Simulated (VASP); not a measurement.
A run of VASP 6.6.1 is set up as follows.

INCAR

```
ALGO     = Normal         # electronic algorithm
EDIFF    = 1E-6           # SCF threshold, eV
ENCUT    = 520            # plane-wave cutoff, eV
GGA      = PS             # functional
ISIF     = 2              # what is computed and relaxed
ISMEAR   = 0              # smearing method
LASPH    = T              # aspherical terms in the spheres
LCHARG   = F              # write CHGCAR
LREAL    = F              # projectors in reciprocal space
LWAVE    = F              # write WAVECAR
NBANDS   = 26             # bands
NELM     = 100            # most SCF steps
PREC     = Accurate       # precision mode
SIGMA    = 0.05           # smearing width, eV
```

The input KPOINTS:

```
k-points
0
Gamma
  9 9 6
```

File POSCAR:

```
ZnS
1.0
    3.8796928979      0.0000000000      0.0000000000
   -1.9398464489      3.3599126084      0.0000000000
    0.0000000000      0.0000000000      6.3700242978
Zn S
2 2
Direct
    0.3333333333      0.6666666667     -0.0187171420
    0.6666666667      0.3333333333      0.4812828580
    0.3333333333      0.6666666667      0.3795575521
    0.6666666667      0.3333333333      0.8795575521
```

Potentials or basis: VASP PAW PBE potentials, release 64 (Zn, S).

Command:

```sh
$ cat potpaw_PBE.64/Zn/POTCAR potpaw_PBE.64/S/POTCAR > POTCAR
$ mpirun -np 1 vasp_std > vasp.out
```

(1) What does it give for the pressure?

(2) Estimate the largest force.

Answers

(1) -4.3 GPa.

(2) 0.472 eV/Å.

Caveat: the PAW data sets were made with another functional, which shifts forces and pressure a little.
